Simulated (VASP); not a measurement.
# Zr (P6_3/mmc) in VASP: a series of runs

Runs on Zr. Level: r2SCAN. Tasks: single point.

Everything below comes from runs of VASP 6.6.1. Logs are shortened: lines on timing, memory, paths and dates and some standing lists are left out, and cuts for length are marked.

## Step 1: The cell of the first run

It takes space group P6_3/mmc (No. 194, hexagonal). Conventional cell: a = 3.245 Å, b = 3.245 Å, c = 5.157 Å, α = 90.00°, β = 90.00°, γ = 120.00°. Within 4.2 Å of Zr (site symmetry -6m2) lie 12 Zr at 3.19 to 3.24 Å.

## Step 2: Single point, r2SCAN

File POSCAR:

```
Zr
1.0
    3.2445832200      0.0000000000      0.0000000000
   -1.6222916100      2.8098914932      0.0000000000
    0.0000000000      0.0000000000      5.1573641137
Zr
2
Direct
    0.3333333333      0.6666666667      0.2500000000
    0.6666666667      0.3333333333      0.7500000000
```

File INCAR.step1:

```
SYSTEM = Zr
PREC = Accurate
ENCUT = 520
ISMEAR = 1
SIGMA = 0.1
LREAL = .False.
LASPH = .True.
NELM = 60
NBANDS = 19
GGA = PE
ALGO = Normal
EDIFF = 1E-4
LWAVE = .True.
LCHARG = .False.
```

File INCAR.step2:

```
SYSTEM = Zr
PREC = Accurate
ENCUT = 520
EDIFF = 1E-6
ISMEAR = 1
SIGMA = 0.1
LREAL = .False.
LASPH = .True.
NELM = 60
ALGO = Normal
ISIF = 2
LWAVE = .False.
LCHARG = .False.
METAGGA = R2SCAN
LMIXTAU = .True.
NBANDS = 19
ISTART = 1
```

File KPOINTS:

```
regular mesh
0
Gamma
  11 11 6
  0 0 0
```

Potentials or basis: VASP PAW PBE potentials, release 64 (Zr_sv).

The run is started by

```sh
$ cat potpaw_PBE.64/Zr_sv/POTCAR > POTCAR
$ cp INCAR.step1 INCAR
$ mpirun -np 1 vasp_std > vasp.out
$ cp INCAR.step2 INCAR
$ mpirun -np 1 vasp_std > vasp.out
```

OUTCAR:

```text
SYSTEM = Zr
   PREC = Accurate
   ENCUT = 520
   EDIFF = 1E-6
   ISMEAR = 1
   LREAL = .False.
   LASPH = .True.
   NELM = 60
   ISIF = 2
   METAGGA = R2SCAN
   ISTART = 1

 ion  position               nearest neighbor table
   1  0.333  0.667  0.250-   2 3.19   2 3.19   2 3.19   2 3.19   2 3.19   2 3.19
   2  0.667  0.333  0.750-   1 3.19   1 3.19   1 3.19   1 3.19   1 3.19   1 3.19

  LATTYP: Found a hexagonal cell.
 ALAT       =     3.2445832200
 C/A-ratio  =     1.5895305387

  Lattice vectors:

 A1 = (   3.2445832200,   0.0000000000,   0.0000000000)
 A2 = (  -1.6222916100,   2.8098914932,   0.0000000000)
 A3 = (   0.0000000000,   0.0000000000,   5.1573641137)

Analysis of symmetry for initial positions (statically):
=====================================================================
 Subroutine PRICEL returns:
 Original cell was already a primitive cell.

 Routine SETGRP: Setting up the symmetry group for a
 hexagonal supercell.

 Subroutine GETGRP returns: Found 24 space group operations
 (whereof 12 operations were pure point group operations)
 out of a pool of 24 trial point group operations.

The static configuration has the point symmetry D_3d.
 The point group associated with its full space group is D_6h.

Analysis of symmetry for dynamics (positions and initial velocities):
=====================================================================
 Subroutine PRICEL returns:
 Original cell was already a primitive cell.

 Routine SETGRP: Setting up the symmetry group for a
 hexagonal supercell.

 Subroutine GETGRP returns: Found 24 space group operations
 (whereof 12 operations were pure point group operations)
 out of a pool of 24 trial point group operations.

The dynamic configuration has the point symmetry D_3d.
 The point group associated with its full space group is D_6h.

 Subroutine INISYM returns: Found 24 space group operations
 (whereof 12 operations are pure point group operations),
 and found     1 'primitive' translations

----------------------------------------------------------------------------------------

                                     Primitive cell

  volume of cell :      47.0193

  direct lattice vectors                    reciprocal lattice vectors
     3.244583220  0.000000000  0.000000000     0.308205995  0.177942814  0.000000000
    -1.622291610  2.809891493  0.000000000     0.000000000  0.355885628  0.000000000
     0.000000000  0.000000000  5.157364114     0.000000000  0.000000000  0.193897498

  length of vectors
     3.244583220  3.244583220  5.157364114     0.355885628  0.355885628  0.193897498

  position of ions in fractional coordinates (direct lattice)
     0.333333333  0.666666667  0.250000000
     0.666666667  0.333333333  0.750000000

  ion indices of the primitive-cell ions
   primitive index   ion index
                 1           1
                 2           2

----------------------------------------------------------------------------------------

 KPOINTS: regular mesh

Automatic generation of k-mesh.
 Grid dimensions read from file:
 generate k-points for:   11   11    6

 Generating k-lattice:

  Cartesian coordinates                     Fractional coordinates (reciprocal lattice)
     0.028018727  0.016176619  0.000000000     0.090909091  0.000000000  0.000000000
     0.000000000  0.032353239  0.000000000     0.000000000  0.090909091  0.000000000
     0.000000000  0.000000000  0.032316250     0.000000000  0.000000000  0.166666667

  Length of vectors
     0.032353239  0.032353239  0.032316250

  Shift w.r.t. Gamma in fractional coordinates (k-lattice)
     0.000000000  0.000000000  0.000000000

 Subroutine IBZKPT returns following result:
 ===========================================

 Found     64 irreducible k-points:

 Following reciprocal coordinates:
            Coordinates               Weight
  0.000000  0.000000  0.000000      1.000000
  0.090909  0.000000  0.000000      6.000000
  0.181818  0.000000  0.000000      6.000000
  0.272727  0.000000  0.000000      6.000000
  0.363636  0.000000  0.000000      6.000000
  0.454545  0.000000  0.000000      6.000000
[... 16 lines left out ...]
  0.090909  0.090909  0.166667     12.000000
  0.181818  0.090909  0.166667     24.000000
 [... further k-points ...]
   k-points           NKPTS =     64   k-points in BZ     NKDIM =     64   number of bands    NBANDS=     19
   number of dos      NEDOS =    301   number of ions     NIONS =      2
   total plane-waves  NPLWV =  23040
   dimension x,y,z NGX =    24 NGY =   24 NGZ =   40
   dimension x,y,z NGXF=    48 NGYF=   48 NGZF=   80
   ions per type =               2
   NGX,Y,Z   is equivalent  to a cutoff of  12.30, 12.30, 12.89 a.u.
   NGXF,Y,Z  is equivalent  to a cutoff of  24.59, 24.59, 25.79 a.u.
 SYSTEM =  Zr
   PREC   = accura    normal or accurate (medium, high low for compatibility)
   ISTART =      1    job   : 0-new  1-cont  2-samecut
   ICHARG =      0    charge: 1-file 2-atom 10-const
   ISPIN  =      1    spin polarized calculation?
   LNONCOLLINEAR =      F non collinear calculations
   LSORBIT =      F    spin-orbit coupling
   LASPH  =      T    aspherical Exc in radial PAW
   ENCUT  =  520.0 eV  38.22 Ry    6.18 a.u.   6.03  6.03  9.59*2*pi/ulx,y,z
   NELM   =     60;   NELMIN=  2; NELMDL=  0     # of ELM steps
   EDIFF  = 0.1E-05   stopping-criterion for ELM
   LREAL  =      F    real-space projection
   EDIFFG = 0.1E-04   stopping-criterion for IOM
   NSW    =      0    number of steps for IOM
   IBRION =     -1    ionic relax: 0-MD 1-quasi-New 2-CG
   NFREE  =      0    steps in history (QN), initial steepest desc. (CG)
   ISIF   =      2    stress and relaxation
   ISYM   =      2    0-nonsym 1-usesym 2-fastsym
   POTIM  = 0.5000    time-step for ionic-motion
   TEBEG  =    0.0;   TEEND  =   0.0 temperature during run
   PSTRESS=    0.0 pullay stress
   NELECT =      24.0000    total number of electrons
   NUPDOWN=      -1.0000    fix difference up-down
   EMIN   =  10.00;   EMAX   =-10.00  energy-range for DOS
   EFERMI =   0.00;   METHOD = LEGACY
   ISMEAR =     1;   SIGMA  =   0.10  broadening in eV -4-tet -1-fermi 0-gaus
   EFERMI_NEDOS =   21; number of points for ismear=-14 and -15
   IALGO  =     38    algorithm
   IMIX   =      4    mixing-type and parameters
     AMIX     =   0.40;   BMIX     =  1.00
     AMIX_MAG =   1.60;   BMIX_MAG =  1.00
  volume/ion in A,a.u.               =      23.51       158.65
  Fermi-wavevector in a.u.,A,eV,Ry     =   1.308338  2.472400 23.289736  1.711747
  Thomas-Fermi vector in A             =   2.439011
   LORBIT       =      0    0 simple, 1 ext, 2 COOP (PROOUT), +10 PAW based schemes
   METAGGA = R2SCAN    functional components
   LHFCALC =     F    Hartree Fock is set to
   AEXX    =    0.0000 exact exchange contribution
   IVDW    =     0    specifies the selected vdW correction
   LEPSILON=     F    determine dielectric tensor
   LRPA    =     F    only Hartree local field effects (RPA)
 non-spin polarized calculation
 Methfessel and Paxton  Order N= 1 SIGMA  =   0.10
  energy-cutoff  :      520.00
  volume of cell :       47.02
 maximum number of plane-waves:      1292
   NGX = 13   NGY = 13   NGZ = 19

 number of electron      24.0000001 magnetization

 Free energy of the ion-electron system (eV)
  ---------------------------------------------------
  ext. energy  EPLUGINS =         0.00000000
  ---------------------------------------------------
  free energy    TOTEN  =       -45.50014760 eV

  energy without entropy =      -45.50149604  energy(sigma->0) =      -45.50059708

 E-fermi :   8.9490     XC(G=0): -11.9011

 val. band max:        8.9214728825   @ k =   0.0909   0.0909   0.1667
 cond. band min:       8.9656257464   @ k =   0.0000   0.0000   0.5000
 fundamental gap:      0.0441528639
 Fermi energy:         8.9489953008

 k-point     1 :       0.0000    0.0000    0.0000
  band No.  band energies     occupation
      1     -41.6398      2.00000
      2     -41.4783      2.00000
      3     -19.4884      2.00000
      4     -18.5893      2.00000
      5     -18.5893      2.00000
      6     -18.4576      2.00000
[... 11 lines left out ...]
     18      11.2911      0.00000
     19      13.6026      0.00000

 k-point     2 :       0.0909    0.0000    0.0000
  band No.  band energies     occupation
      1     -41.6301      2.00000
      2     -41.4744      2.00000
      3     -19.4625      2.00000
      4     -18.6457      2.00000
      5     -18.6078      2.00000
      6     -18.5054      2.00000
[... 11 lines left out ...]
     18      11.0825      0.00000
     19      13.7553      0.00000

 k-point     3 :       0.1818    0.0000    0.0000
  band No.  band energies     occupation
      1     -41.6035      2.00000
      2     -41.4644      2.00000
      3     -19.3889      2.00000
      4     -18.7972      2.00000
      5     -18.6570      2.00000
      6     -18.6554      2.00000
[... 11 lines left out ...]
     18      11.4462      0.00000
     19      14.0486      0.00000

 k-point     4 :       0.2727    0.0000    0.0000
  band No.  band energies     occupation
      1     -41.5665      2.00000
      2     -41.4531      2.00000
      3     -19.2800      2.00000
      4     -18.9955      2.00000
      5     -18.8457      2.00000
      6     -18.7146      2.00000
[... 11 lines left out ...]
     18      12.3457      0.00000
     19      14.2924      0.00000

 k-point     5 :       0.3636    0.0000    0.0000
  band No.  band energies     occupation
      1     -41.5289      2.00000
      2     -41.4462      2.00000
      3     -19.1765      2.00000
      4     -19.1573      2.00000
      5     -19.0110      2.00000
      6     -18.7667      2.00000
[... 11 lines left out ...]
     18      13.3851      0.00000
     19      14.4366      0.00000

 k-point     6 :       0.4545    0.0000    0.0000
  band No.  band energies     occupation
      1     -41.5028      2.00000
      2     -41.4458      2.00000
      3     -19.2832      2.00000
      4     -19.1062      2.00000
      5     -19.0599      2.00000
      6     -18.7969      2.00000
[... 11 lines left out ...]
     18      14.4978      0.00000
     19      14.5503      0.00000

 k-point     7 :       0.0909    0.0909    0.0000
  band No.  band energies     occupation
      1     -41.6119      2.00000
      2     -41.4674      2.00000
      3     -19.4127      2.00000
      4     -18.7366      2.00000
      5     -18.6751      2.00000
      6     -18.5803      2.00000
[... 11 lines left out ...]
     18      11.3167      0.00000
     19      13.9175      0.00000

 k-point     8 :       0.1818    0.0909    0.0000
  band No.  band energies     occupation
      1     -41.5801      2.00000
      2     -41.4569      2.00000
      3     -19.3211      2.00000
      4     -18.8972      2.00000
      5     -18.8140      2.00000
      6     -18.6671      2.00000
[... 256 lines left out ...]
 k-point    20 :       0.2727    0.0000    0.1667
  band No.  band energies     occupation
      1     -41.5590      2.00000
      2     -41.4608      2.00000
      3     -19.2742      2.00000
      4     -18.9595      2.00000
      5     -18.8841      2.00000
      6     -18.7008      2.00000
[... 11 lines left out ...]
     18      12.2415      0.00000
     19      14.1538      0.00000

 k-point    21 :       0.3636    0.0000    0.1667
  band No.  band energies     occupation
      1     -41.5234      2.00000
      2     -41.4518      2.00000
      3     -19.2732      2.00000
      4     -19.0885      2.00000
      5     -18.9916      2.00000
      6     -18.7514      2.00000
[... 11 lines left out ...]
     18      13.1702      0.00000
     19      14.2744      0.00000

 k-point    22 :       0.4545    0.0000    0.1667
  band No.  band energies     occupation
      1     -41.4990      2.00000
      2     -41.4496      2.00000
      3     -19.3367      2.00000
      4     -19.1679      2.00000
      5     -18.9662      2.00000
      6     -18.7808      2.00000
[... 11 lines left out ...]
     18      14.3806      0.00000
     19      14.4126      0.00000

 k-point    23 :       0.0909    0.0909    0.1667
  band No.  band energies     occupation
      1     -41.6024      2.00000
      2     -41.4772      2.00000
      3     -19.3620      2.00000
      4     -18.7197      2.00000
      5     -18.6911      2.00000
      6     -18.6162      2.00000
[... 11 lines left out ...]
     18      11.5794      0.00000
     19      13.8974      0.00000

 k-point    24 :       0.1818    0.0909    0.1667
  band No.  band energies     occupation
      1     -41.5719      2.00000
      2     -41.4652      2.00000
      3     -19.2953      2.00000
      4     -18.8782      2.00000
      5     -18.8332      2.00000
      6     -18.6807      2.00000
[... 11 lines left out ...]
     18      12.1797      0.00000
     19      14.0222      0.00000

 [... further k-points ...]
[... 5 lines left out ...]
  --------------------------------------------------------------------------------------
  -------------------------------------------------------------------------------------
  Total       -0.0306746     -0.0306746     -0.0973003      0.0000000     -0.0000000      0.0000000
  in kB       -1.0452335     -1.0452335     -3.3154950      0.0000000     -0.0000000      0.0000000
  external PRESSURE =      -1.8019874 kB  Pullay stress =       0.0000000 kB

 VOLUME and BASIS-vectors are now :
 -----------------------------------------------------------------------------
  energy-cutoff  :      520.00
  volume of cell :       47.02
      direct lattice vectors                 reciprocal lattice vectors
     3.244583220  0.000000000  0.000000000     0.308205995  0.177942814  0.000000000
    -1.622291610  2.809891493  0.000000000     0.000000000  0.355885628  0.000000000
     0.000000000  0.000000000  5.157364114     0.000000000  0.000000000  0.193897498

 POSITION                                       TOTAL-FORCE (eV/Angst)
 -----------------------------------------------------------------------------------
     -0.00000      1.87326      1.28934         0.000000     -0.000000      0.000000
      1.62229      0.93663      3.86802        -0.000000      0.000000      0.000000
 -----------------------------------------------------------------------------------
    total drift:                               -0.000000      0.000000     -0.000000

  FREE ENERGIE OF THE ION-ELECTRON SYSTEM (eV)
  ---------------------------------------------------
  free  energy   TOTEN  =       -45.5001475967 eV

  energy  without entropy=      -45.5014960364  energy(sigma->0) =      -45.50059708
```

It took 3.5 min on 1 thread of Intel Xeon 8259CL, shared host; peak memory 0.2 GiB.

What came out:

```yaml
Free_energy: -45.5001 eV
Pressure: -0.2 GPa
Band_gap_on_the_k_mesh: zero (bands 12 and 13 overlap by 1.14 eV)
```

Stress tensor (GPa, compression positive):
```
-0.10  0.00  0.00
 0.00 -0.10  0.00
 0.00  0.00 -0.33
```

Caveat: the PAW data sets were made with another functional, which shifts forces and pressure a little.

## Step 3: Single point, r2SCAN

POSCAR is that of step 2.

File INCAR.step1:

```
SYSTEM = Zr
  ALGO = Normal
  EDIFF = 1E-4
  ENCUT = 520
  GGA = PE
  ISMEAR = 1
  LASPH = .True.
  LCHARG = .False.
  LREAL = .False.
  LWAVE = .True.
  NBANDS = 19
  NELM = 60
  PREC = Accurate
  SIGMA = 0.2
```

File INCAR.step2:

```
SYSTEM = Zr
  ALGO = Normal
  EDIFF = 1E-7
  ENCUT = 520
  ISIF = 2
  ISMEAR = 1
  ISTART = 1
  LASPH = .True.
  LCHARG = .False.
  LMIXTAU = .True.
  LREAL = .False.
  LWAVE = .False.
  METAGGA = R2SCAN
  NBANDS = 19
  NELM = 60
  PREC = Accurate
  SIGMA = 0.2
```

File KPOINTS:

```
k-points
0
Gamma
  11 11 6
  0 0 0
```

Potentials or basis: VASP PAW PBE potentials, release 64 (Zr_sv).

The run is started by

```sh
$ cat potpaw_PBE.64/Zr_sv/POTCAR > POTCAR
$ cp INCAR.step1 INCAR
$ mpirun -np 1 vasp_std > vasp.out
$ cp INCAR.step2 INCAR
$ mpirun -np 1 vasp_std > vasp.out
```

It took 3 min on 1 thread of Intel Xeon 8259CL, shared host; peak memory 0.2 GiB.

Results (log left out):

```
Free energy            : -45.4986 eV
Pressure               : -0.1 GPa
Band gap on the k mesh : zero (bands 12 and 13 overlap by 1.14 eV)
```

Stress tensor (GPa, compression positive):
```
 0.02  0.00  0.00
 0.00  0.02  0.00
 0.00  0.00 -0.34
```

Levels at points of the mesh, in eV from the Fermi level:
| k point | band 9 | band 10 | band 11 | band 12 | band 13 | band 14 | band 15 | band 16 |
| --- | --- | --- | --- | --- | --- | --- | --- | --- |
| (0.00, 0.00, 0.00) | -6.01 | -3.19 | 0.96 | 0.96 | 0.99 | 1.13 | 1.70 | 1.70 |
| (0.00, 0.00, 0.50) | -4.22 | -4.22 | 0.01 | 0.01 | 0.87 | 0.87 | 0.87 | 0.87 |

Caveat: the PAW data sets were made with another functional, which shifts forces and pressure a little.

[end of part 1 of 2]
